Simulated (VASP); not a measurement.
## Zn18O17 (a cell with a defect): single point with PBEsol

Crystal: Zn18O17 (a cell with a defect).

```
Zn O
1.0
     0.00000    5.59534   -5.21408
     4.84571   -2.79767   -5.21408
    -4.84571   -2.79767   -5.21408
Zn O
18 17
Direct
  0.92973 0.26273 0.26219
  0.27910 0.94644 0.27612
  0.94369 0.61220 0.94594
  0.61337 0.61213 0.27616
  0.27916 0.27672 0.94588
  0.94366 0.94634 0.61159
  0.61127 0.94427 0.94370
  0.27770 0.61074 0.61028
  0.61336 0.27662 0.61158
  0.22010 0.22197 0.55271
  0.55634 0.88938 0.55349
  0.22022 0.55314 0.22156
  0.88899 0.55315 0.55263
  0.58216 0.21665 0.21631
  0.22099 0.88942 0.88898
  0.88367 0.91519 0.21631
  0.55642 0.55400 0.88888
  0.88378 0.21684 0.91447
  0.14728 0.82008 0.15231
  0.81978 0.48035 0.81963
  0.48716 0.48023 0.15224
  0.14732 0.15274 0.81967
  0.81969 0.82008 0.47983
  0.48506 0.81807 0.81758
  0.15177 0.48475 0.48433
  0.48705 0.15273 0.47981
  0.09095 0.09853 0.42346
  0.42947 0.76252 0.42791
  0.09099 0.42399 0.09805
  0.76552 0.42395 0.42344
  0.43563 0.09870 0.09816
  0.09545 0.76256 0.76205
  0.76564 0.76864 0.09821
  0.42956 0.42845 0.76198
  0.76569 0.09869 0.76807
```

* Program: VASP 6.6.1
* Task: single point
* Functional: PBEsol
* Potentials or basis: VASP PAW PBE potentials, release 64 (Zn, O)
* Cutoff: 520 eV
* k mesh: 2 × 2 × 2, shifted
* Occupations: gaussian, width 0.01 eV
* Spin: no spin polarisation
* Dipole correction: no
* Further INCAR settings: LREAL = Auto; ALGO = Normal; EDIFF = 1e-07; NBANDS = 182

| Property | Result |
| --- | --- |
| Pressure | -2.1 GPa |
| Largest force | 0.068 eV/Å |
| Band gap on the k mesh | 2.04 eV |

Forces in eV/Å, atoms in the order of the input:
```
Zn   0.000  0.001  0.067
Zn   0.002  0.004  0.003
Zn  -0.001 -0.004  0.005
Zn   0.003  0.001  0.004
Zn  -0.005  0.002  0.003
Zn   0.001 -0.004  0.001
Zn  -0.001 -0.001  0.007
Zn   0.002  0.001  0.003
Zn  -0.001  0.002  0.002
Zn  -0.006  0.006  0.000
Zn  -0.001 -0.001 -0.002
Zn   0.007  0.005  0.002
Zn  -0.001 -0.009  0.001
Zn   0.005  0.061 -0.022
Zn   0.000  0.001 -0.002
Zn   0.054 -0.026 -0.020
Zn  -0.001 -0.001 -0.003
Zn  -0.056 -0.031 -0.021
O   -0.010  0.000 -0.002
O    0.009  0.008 -0.003
O   -0.003 -0.013 -0.002
O    0.012  0.003 -0.003
O   -0.008  0.007 -0.004
O    0.000  0.000  0.004
O    0.001  0.000 -0.009
O    0.001 -0.011 -0.003
O   -0.004  0.001 -0.009
O   -0.005 -0.002 -0.001
O    0.005  0.002 -0.008
O   -0.001 -0.005 -0.011
O   -0.001 -0.003  0.010
O   -0.001  0.004 -0.002
O   -0.002  0.002  0.007
O    0.004 -0.002 -0.001
O    0.003  0.003  0.008
```

Levels at points of the mesh, in eV from the valence-band top:
| k point | band 155 | band 156 | band 157 | band 158 | band 159 | band 160 | band 161 | band 162 | band 163 | band 164 |
| --- | --- | --- | --- | --- | --- | --- | --- | --- | --- | --- |
| (0.25, 0.25, 0.25) | -0.75 | -0.73 | -0.30 | -0.30 | -0.14 | 2.04 | 3.37 | 3.37 | 3.88 | 4.49 |

Wall time 22 min on 1 thread of Intel Xeon 6975P-C, on a shared host, peak memory 0.6 GiB.

Caveat: the PAW data sets were made with another functional, which shifts forces and pressure a little.
